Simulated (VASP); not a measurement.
# Os (P6_3/mmc) in VASP: notebook

Os is run at these levels: r2SCAN; tasks: single point.

All numbers are computed with VASP 6.6.1; they aren't measurements. Logs are shortened: lines on timing, memory, paths and dates and some standing lists are left out, and cuts for length are marked.

**1. The cell of the first run**

The structure is hexagonal, space group P6_3/mmc (No. 194). Conventional cell: a = 2.739 Å, b = 2.739 Å, c = 4.314 Å, α = 90.00°, β = 90.00°, γ = 120.00°. Os (site symmetry -6m2) has 12 Os at 2.67 to 2.74 Å within 3.5 Å.

**2. Single point, r2SCAN**

The input, POSCAR:

```
Os
1.0
    2.7393806551      0.0000000000      0.0000000000
   -1.3696903275      2.3723732379      0.0000000000
    0.0000000000      0.0000000000      4.3138178725
Os
2
Direct
    0.3333333333      0.6666666667      0.2500000000
    0.6666666667      0.3333333333      0.7500000000
```

The input, INCAR.step1:

```
SYSTEM = Os
PREC     = Accurate       ! precision mode
ENCUT    = 520            ! plane-wave cutoff, eV
ISMEAR   = -1             ! smearing method
SIGMA    = 0.1            ! smearing width, eV
LREAL    = .False.        ! projectors in reciprocal space
LASPH    = .True.         ! aspherical terms in the spheres
NELM     = 80             ! most SCF steps
NBANDS   = 15             ! bands
GGA      = PE             ! functional
ALGO     = Normal         ! electronic algorithm
EDIFF    = 1E-4           ! SCF threshold, eV
LWAVE    = .True.         ! write WAVECAR
LCHARG   = .False.        ! write CHGCAR
```

The input, INCAR.step2:

```
SYSTEM = Os
PREC     = Accurate       ! precision mode
ENCUT    = 520            ! plane-wave cutoff, eV
EDIFF    = 1E-7           ! SCF threshold, eV
ISMEAR   = -1             ! smearing method
SIGMA    = 0.1            ! smearing width, eV
LREAL    = .False.        ! projectors in reciprocal space
LASPH    = .True.         ! aspherical terms in the spheres
NELM     = 80             ! most SCF steps
ALGO     = Normal         ! electronic algorithm
ISIF     = 2              ! what is computed and relaxed
LWAVE    = .False.        ! write WAVECAR
LCHARG   = .False.        ! write CHGCAR
METAGGA  = R2SCAN         ! meta-GGA
LMIXTAU  = .True.       
NBANDS   = 15             ! bands
ISTART   = 1
```

The input, KPOINTS:

```
Automatic mesh
0
Gamma
  14 14 8
  0 0 0
```

Potentials or basis: VASP PAW PBE potentials, release 64 (Os).

Started as:

```
> cat potpaw_PBE.64/Os/POTCAR > POTCAR
> cp INCAR.step1 INCAR
> mpirun -np 1 vasp_std > vasp.out
> cp INCAR.step2 INCAR
> mpirun -np 1 vasp_std > vasp.out
```

OUTCAR:

```text
SYSTEM = Os
   PREC = Accurate
   ENCUT = 520
   EDIFF = 1E-7
   ISMEAR = -1
   LREAL = .False.
   LASPH = .True.
   NELM = 80
   ISIF = 2
   METAGGA = R2SCAN
   ISTART = 1

 ion  position               nearest neighbor table
   1  0.333  0.667  0.250-   2 2.67   2 2.67   2 2.67   2 2.67   2 2.67   2 2.67
   2  0.667  0.333  0.750-   1 2.67   1 2.67   1 2.67   1 2.67   1 2.67   1 2.67

  LATTYP: Found a hexagonal cell.
 ALAT       =     2.7393806551
 C/A-ratio  =     1.5747420368

  Lattice vectors:

 A1 = (   2.7393806551,   0.0000000000,   0.0000000000)
 A2 = (  -1.3696903275,   2.3723732379,   0.0000000000)
 A3 = (   0.0000000000,   0.0000000000,   4.3138178725)

Analysis of symmetry for initial positions (statically):
=====================================================================
 Subroutine PRICEL returns:
 Original cell was already a primitive cell.

 Routine SETGRP: Setting up the symmetry group for a
 hexagonal supercell.

 Subroutine GETGRP returns: Found 24 space group operations
 (whereof 12 operations were pure point group operations)
 out of a pool of 24 trial point group operations.

The static configuration has the point symmetry D_3d.
 The point group associated with its full space group is D_6h.

Analysis of symmetry for dynamics (positions and initial velocities):
=====================================================================
 Subroutine PRICEL returns:
 Original cell was already a primitive cell.

 Routine SETGRP: Setting up the symmetry group for a
 hexagonal supercell.

 Subroutine GETGRP returns: Found 24 space group operations
 (whereof 12 operations were pure point group operations)
 out of a pool of 24 trial point group operations.

The dynamic configuration has the point symmetry D_3d.
 The point group associated with its full space group is D_6h.

 Subroutine INISYM returns: Found 24 space group operations
 (whereof 12 operations are pure point group operations),
 and found     1 'primitive' translations

----------------------------------------------------------------------------------------

                                     Primitive cell

  volume of cell :      28.0348

  direct lattice vectors                    reciprocal lattice vectors
     2.739380655  0.000000000  0.000000000     0.365046018  0.210759417  0.000000000
    -1.369690328  2.372373238  0.000000000     0.000000000  0.421518834  0.000000000
     0.000000000  0.000000000  4.313817872     0.000000000  0.000000000  0.231813217

  length of vectors
     2.739380655  2.739380655  4.313817872     0.421518834  0.421518834  0.231813217

  position of ions in fractional coordinates (direct lattice)
     0.333333333  0.666666667  0.250000000
     0.666666667  0.333333333  0.750000000

  ion indices of the primitive-cell ions
   primitive index   ion index
                 1           1
                 2           2

----------------------------------------------------------------------------------------

 KPOINTS: Automatic mesh

Automatic generation of k-mesh.
 Grid dimensions read from file:
 generate k-points for:   14   14    8

 Generating k-lattice:

  Cartesian coordinates                     Fractional coordinates (reciprocal lattice)
     0.026074716  0.015054244  0.000000000     0.071428571 -0.000000000  0.000000000
     0.000000000  0.030108488  0.000000000     0.000000000  0.071428571  0.000000000
     0.000000000  0.000000000  0.028976652     0.000000000  0.000000000  0.125000000

  Length of vectors
     0.030108488  0.030108488  0.028976652

  Shift w.r.t. Gamma in fractional coordinates (k-lattice)
     0.000000000  0.000000000  0.000000000

 Subroutine IBZKPT returns following result:
 ===========================================

 Found    120 irreducible k-points:

 Following reciprocal coordinates:
            Coordinates               Weight
  0.000000  0.000000  0.000000      1.000000
  0.071429  0.000000  0.000000      6.000000
  0.142857  0.000000  0.000000      6.000000
  0.214286 -0.000000  0.000000      6.000000
  0.285714 -0.000000  0.000000      6.000000
  0.357143 -0.000000  0.000000      6.000000
[... 16 lines left out ...]
  0.285714  0.285714  0.000000      6.000000
  0.357143  0.285714  0.000000      6.000000
 [... further k-points ...]
   k-points           NKPTS =    120   k-points in BZ     NKDIM =    120   number of bands    NBANDS=     15
   number of dos      NEDOS =    301   number of ions     NIONS =      2
   total plane-waves  NPLWV =  12800
   dimension x,y,z NGX =    20 NGY =   20 NGZ =   32
   dimension x,y,z NGXF=    40 NGYF=   40 NGZF=   64
   ions per type =               2
   NGX,Y,Z   is equivalent  to a cutoff of  12.14, 12.14, 12.33 a.u.
   NGXF,Y,Z  is equivalent  to a cutoff of  24.27, 24.27, 24.66 a.u.
 SYSTEM =  Os
   PREC   = accura    normal or accurate (medium, high low for compatibility)
   ISTART =      1    job   : 0-new  1-cont  2-samecut
   ICHARG =      0    charge: 1-file 2-atom 10-const
   ISPIN  =      1    spin polarized calculation?
   LNONCOLLINEAR =      F non collinear calculations
   LSORBIT =      F    spin-orbit coupling
   LASPH  =      T    aspherical Exc in radial PAW
   ENCUT  =  520.0 eV  38.22 Ry    6.18 a.u.   5.09  5.09  8.02*2*pi/ulx,y,z
   NELM   =     80;   NELMIN=  2; NELMDL=  0     # of ELM steps
   EDIFF  = 0.1E-06   stopping-criterion for ELM
   LREAL  =      F    real-space projection
   EDIFFG = 0.1E-05   stopping-criterion for IOM
   NSW    =      0    number of steps for IOM
   IBRION =     -1    ionic relax: 0-MD 1-quasi-New 2-CG
   NFREE  =      0    steps in history (QN), initial steepest desc. (CG)
   ISIF   =      2    stress and relaxation
   ISYM   =      2    0-nonsym 1-usesym 2-fastsym
   POTIM  = 0.5000    time-step for ionic-motion
   TEBEG  =    0.0;   TEEND  =   0.0 temperature during run
   PSTRESS=    0.0 pullay stress
   NELECT =      16.0000    total number of electrons
   NUPDOWN=      -1.0000    fix difference up-down
   EMIN   =  10.00;   EMAX   =-10.00  energy-range for DOS
   EFERMI =   0.00;   METHOD = LEGACY
   ISMEAR =    -1;   SIGMA  =   0.10  broadening in eV -4-tet -1-fermi 0-gaus
   EFERMI_NEDOS =   21; number of points for ismear=-14 and -15
   IALGO  =     38    algorithm
   IMIX   =      4    mixing-type and parameters
     AMIX     =   0.40;   BMIX     =  1.00
     AMIX_MAG =   1.60;   BMIX_MAG =  1.00
  volume/ion in A,a.u.               =      14.02        94.59
  Fermi-wavevector in a.u.,A,eV,Ry     =   1.357946  2.566145 25.089370  1.844017
  Thomas-Fermi vector in A             =   2.484821
   LORBIT       =      0    0 simple, 1 ext, 2 COOP (PROOUT), +10 PAW based schemes
   METAGGA = R2SCAN    functional components
   LHFCALC =     F    Hartree Fock is set to
   AEXX    =    0.0000 exact exchange contribution
   IVDW    =     0    specifies the selected vdW correction
   LEPSILON=     F    determine dielectric tensor
   LRPA    =     F    only Hartree local field effects (RPA)
 non-spin polarized calculation
  energy-cutoff  :      520.00
  volume of cell :       28.03
 maximum number of plane-waves:       774
   NGX = 11   NGY = 11   NGZ = 17

 number of electron      15.9999999 magnetization

 Free energy of the ion-electron system (eV)
  ---------------------------------------------------
  ext. energy  EPLUGINS =         0.00000000
  ---------------------------------------------------
  free energy    TOTEN  =      -106.02480935 eV

  energy without entropy =     -105.98230855  energy(sigma->0) =     -106.00355895

 E-fermi :   9.2584     XC(G=0): -15.3778

 val. band max:        9.2571527080   @ k =   0.0714   0.0714   0.3750
 cond. band min:       9.2707423506   @ k =   0.5000  -0.0000   0.2500
 fundamental gap:      0.0135896426
 Fermi energy:         9.2584409802

 k-point     1 :       0.0000    0.0000    0.0000
  band No.  band energies     occupation
      1      -2.1838      2.00000
      2       1.1173      2.00000
      3       6.0616      2.00000
      4       6.0616      2.00000
      5       6.3698      2.00000
      6       6.9356      2.00000
      7       6.9356      2.00000
      8       7.5621      2.00000
      9       7.5621      2.00000
     10       9.2779      0.90282
     11      10.9727      0.00000
     12      10.9727      0.00000
     13      18.8146      0.00000
     14      23.9971      0.00000
     15      26.8574      0.00000

 k-point     2 :       0.0714    0.0000    0.0000
  band No.  band energies     occupation
      1      -1.9686      2.00000
      2       1.3067      2.00000
      3       5.6440      2.00000
      4       6.2501      2.00000
      5       6.7168      2.00000
      6       6.8230      2.00000
      7       7.1111      2.00000
      8       7.2908      2.00000
      9       7.4117      2.00000
     10       8.4005      1.99962
     11      11.0769      0.00000
     12      12.1815      0.00000
     13      18.7974      0.00000
     14      24.4351      0.00000
     15      27.1323      0.00000

 k-point     3 :       0.1429    0.0000    0.0000
  band No.  band energies     occupation
      1      -1.3531      2.00000
      2       1.8070      2.00000
      3       5.0673      2.00000
      4       6.2628      2.00000
      5       6.4616      2.00000
      6       6.8032      2.00000
      7       7.0384      2.00000
      8       7.3000      2.00000
      9       7.6232      2.00000
     10       7.7299      2.00000
     11      11.3186      0.00000
     12      14.0798      0.00000
     13      18.7012      0.00000
     14      25.4851      0.00000
     15      27.7075      0.00000
[... 343 lines left out ...]
 k-point    23 :       0.2857    0.2857    0.0000
  band No.  band energies     occupation
      1       2.5238      2.00000
      2       3.1664      2.00000
      3       3.6274      2.00000
      4       4.2580      2.00000
      5       5.3622      2.00000
      6       6.0777      2.00000
      7       7.5624      2.00000
      8      10.1334      0.00032
      9      11.3823      0.00000
     10      11.4486      0.00000
     11      14.2805      0.00000
     12      15.7605      0.00000
     13      17.3848      0.00000
     14      21.5547      0.00000
     15      24.1825      0.00000

 k-point    24 :       0.3571    0.2857    0.0000
  band No.  band energies     occupation
      1       2.4456      2.00000
      2       3.4083      2.00000
      3       3.5236      2.00000
      4       4.4822      2.00000
      5       5.4921      2.00000
      6       5.8272      2.00000
      7       7.7845      2.00000
      8      10.5948      0.00000
      9      11.0541      0.00000
     10      11.4112      0.00000
     11      14.8974      0.00000
     12      14.9461      0.00000
     13      16.7679      0.00000
     14      22.9936      0.00000
     15      24.8189      0.00000

 [... further k-points ...]

------------------------ aborting loop because EDIFF is reached ----------------------------------------

  FORCE on cell =-STRESS in cart. coord.  units (eV):
  Direction    XX          YY          ZZ          XY          YZ          ZX
  --------------------------------------------------------------------------------------
  -------------------------------------------------------------------------------------
  Total        0.1648402      0.1648402      0.2489867      0.0000000     -0.0000000      0.0000000
  in kB        9.4205552      9.4205552     14.2294952      0.0000000     -0.0000000      0.0000000
  external PRESSURE =      11.0235352 kB  Pullay stress =       0.0000000 kB

 VOLUME and BASIS-vectors are now :
 -----------------------------------------------------------------------------
  energy-cutoff  :      520.00
  volume of cell :       28.03
      direct lattice vectors                 reciprocal lattice vectors
     2.739380655  0.000000000  0.000000000     0.365046018  0.210759417  0.000000000
    -1.369690328  2.372373238  0.000000000     0.000000000  0.421518834  0.000000000
     0.000000000  0.000000000  4.313817872     0.000000000  0.000000000  0.231813217

 POSITION                                       TOTAL-FORCE (eV/Angst)
 -----------------------------------------------------------------------------------
     -0.00000      1.58158      1.07845        -0.000000     -0.000000      0.000000
      1.36969      0.79079      3.23536         0.000000      0.000000      0.000000
 -----------------------------------------------------------------------------------
    total drift:                                0.000000     -0.000000     -0.000000

  FREE ENERGIE OF THE ION-ELECTRON SYSTEM (eV)
  ---------------------------------------------------
  free  energy   TOTEN  =      -106.0248093477 eV

  energy  without entropy=     -105.9823085488  energy(sigma->0) =     -106.00355895
```

Wall time 2.1 min (1 thread of Intel Xeon 6975P-C, shared host); peak memory 0.18 GiB.

Results:

- Free energy: -106.0248 eV
- Pressure: 1.1 GPa
- Band gap on the k mesh: zero (band 8 reaches 11.30 eV, above the bottom of band 9 at 7.41 eV)

Levels at points of the mesh, in eV from the Fermi level:
| k point | band 4 | band 5 | band 6 | band 7 | band 8 | band 9 | band 10 | band 11 | band 12 | band 13 |
| --- | --- | --- | --- | --- | --- | --- | --- | --- | --- | --- |
| (0.00, 0.00, 0.00) | -3.20 | -2.89 | -2.32 | -2.32 | -1.70 | -1.70 | 0.02 | 1.71 | 1.71 | 9.56 |
| (0.50, 0.00, 0.00) | -3.75 | -3.09 | -2.71 | -1.96 | 2.05 | 2.63 | 2.78 | 4.54 | 5.92 | 9.82 |
| (0.00, 0.00, 0.50) | -3.72 | -3.42 | -3.42 | -3.42 | -3.42 | 0.89 | 0.89 | 0.89 | 0.89 | 14.41 |
| (0.50, 0.00, 0.50) | -5.58 | -1.31 | -1.31 | -0.21 | -0.21 | 2.40 | 2.40 | 3.39 | 3.39 | 9.57 |

Caveat: the PAW data sets were made with another functional, which shifts forces and pressure a little; spin-orbit coupling is left out, which moves the levels of the heavy elements.

(Part 1 of 2 ends here.)
